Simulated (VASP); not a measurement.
GaBTe3:

```
Ga B Te
1.0
     4.60443    0.00000    0.00000
     0.00000    4.60443    0.00000
     0.00000    0.00000    8.61837
Ga B Te
1 1 3
Direct
  0.00000 0.00000 0.86937
  0.00000 0.00000 0.26327
  0.00000 0.50000 0.13616
  0.50000 0.00000 0.13616
  0.00000 0.00000 0.51216
```

The cell was generated, and may not be a known phase.

- Program: VASP 6.6.1
- Task: relaxation of cell and atoms
- Functional: PBE
- Potentials or basis: VASP PAW PBE potentials, release 64 (Ga_d, B, Te)
- Cutoff: 600 eV
- k mesh: 8 × 8 × 6
- Occupations: gaussian, width 0.1 eV
- Spin: no spin polarisation

At the start: pressure -0.3 GPa; volume 36.54 Å³/atom.

Q: How do energy, volume and symmetry change on relaxing?

A: Over 15 steps the energy falls by 3.3 meV/atom and the volume is 35.80 Å³/atom (-2.0 %); space group P4mm (No. 99, to 0.1 Å) before and after.

Step by step:
| step | energy change (eV) | largest force (eV/Å) | pressure (GPa) | volume (Å³) |
| --- | --- | --- | --- | --- |
| 1 | 0.0000 | 0.3392 | -0.30 | 182.72 |
| 2 | -0.0047 | 0.2720 | 0.13 | 180.92 |
| 3 | -0.0049 | 0.2153 | 0.06 | 181.20 |
| 4 | -0.0087 | 0.1702 | 0.05 | 180.86 |
| 5 | -0.0128 | 0.0808 | 0.02 | 179.95 |
| 6 | -0.0140 | 0.0665 | -0.04 | 180.03 |
| 7 | -0.0151 | 0.0342 | -0.15 | 180.18 |
| 8 | -0.0159 | 0.0375 | -0.04 | 179.34 |
| 9 | -0.0160 | 0.0430 | 0.03 | 178.81 |
| 10 | -0.0162 | 0.0403 | 0.02 | 178.63 |
| 11 | -0.0162 | 0.0208 | 0.01 | 178.68 |
| 12 | -0.0163 | 0.0182 | 0.01 | 178.72 |
| 13 | -0.0164 | 0.0113 | 0.00 | 178.84 |
| 14 | -0.0165 | 0.0106 | -0.01 | 179.09 |
| 15 | -0.0165 | 0.0080 | 0.00 | 178.98 |

Final structure:
```
Ga B Te
1.0
     4.58105    0.00000    0.00000
     0.00000    4.58105    0.00000
     0.00000    0.00000    8.52830
Ga B Te
1 1 3
Direct
  0.00000 0.00000 0.86080
  0.00000 0.00000 0.26887
  0.00000 0.50000 0.13439
  0.50000 0.00000 0.13439
  0.00000 0.00000 0.51866
```
